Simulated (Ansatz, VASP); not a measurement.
# TiRu2 in VASP and in Ansatz

File INCAR:

```
SYSTEM = TiRu2
ALGO = Fast
EDIFF = 1E-7
ENCUT = 520
GGA = PE
ISIF = 2
ISMEAR = 0
LASPH = .True.
LCHARG = .False.
LREAL = .False.
LWAVE = .False.
NBANDS = 49
NELM = 60
PREC = Accurate
SIGMA = 0.1
```

The input KPOINTS:

```
k-points
0
Gamma
  6 6 4
  0 0 0
```

File POSCAR:

```
TiRu2
1.0
    3.9159118504      0.0000000000      0.0000000000
    0.0000000000      3.9159118504      0.0000000000
    0.0000000000      0.0000000000      5.6374059813
Ti Ru
2 4
Direct
    0.0000000000      0.0000000000      0.0000000000
    0.5000000000      0.5000000000      0.5000000000
    0.0000000000      0.5000000000      0.2030000000
    0.0000000000      0.5000000000      0.7030000000
    0.5000000000      0.0000000000      0.2970000000
    0.5000000000      0.0000000000      0.7970000000
```

Input for Ansatz:

```yaml
crystal:
  lattice:
    - [3.9159118504, 0.0, 0.0]
    - [0.0, 3.9159118504, 0.0]
    - [0.0, 0.0, 5.6374059813]
  atoms:
    - { symbol: Ti, position: [0.0, 0.0, 0.0] }
    - { symbol: Ti, position: [0.5, 0.5, 0.5] }
    - { symbol: Ru, position: [0.0, 0.5, 0.203] }
    - { symbol: Ru, position: [0.0, 0.5, 0.703] }
    - { symbol: Ru, position: [0.5, 0.0, 0.297] }
    - { symbol: Ru, position: [0.5, 0.0, 0.797] }
basis:
  ecutwfc: 420
kpoints:
  mp_grid: { grid: [6, 6, 4] }
hamiltonian:
  xc: pbe
scf:
  occupations: { method: gaussian, width: 0.1 }
  lower_state_search: "off"
output:
  forces: true
  stress: true
  eigenvalues: true
```

Alike in both runs: task single point; functional PBE; k mesh 6 × 6 × 4; occupations gaussian, width 0.1 eV; no spin polarisation.

|  | VASP | Ansatz |
| --- | --- | --- |
| version | VASP 6.6.1 | Ansatz 0.2.0 |
| potentials or method | VASP PAW PBE potentials, release 64 (Ti_sv, Ru_pv), cutoff 520 eV | scalar-relativistic, plane waves, PAW |
| valence electrons in the cell | 80 | 88 |

```tsv
	VASP	Ansatz	Ansatz less VASP
gap on the k mesh at the Fermi level (eV)	none	none	-
rms of the force components (eV/Å)	0.835	0.808	-0.0278
```

Atom by atom the forces differ by 0.028 eV/Å (rms over components). A gap of «none» marks a metal or a gap that the smearing closes. The functional is the same, so the differences come from potentials, cutoffs and numerics. VASP's potentials hold 80 valence electrons a cell and Ansatz's 88, so a difference there can come from the potentials and not from the codes.
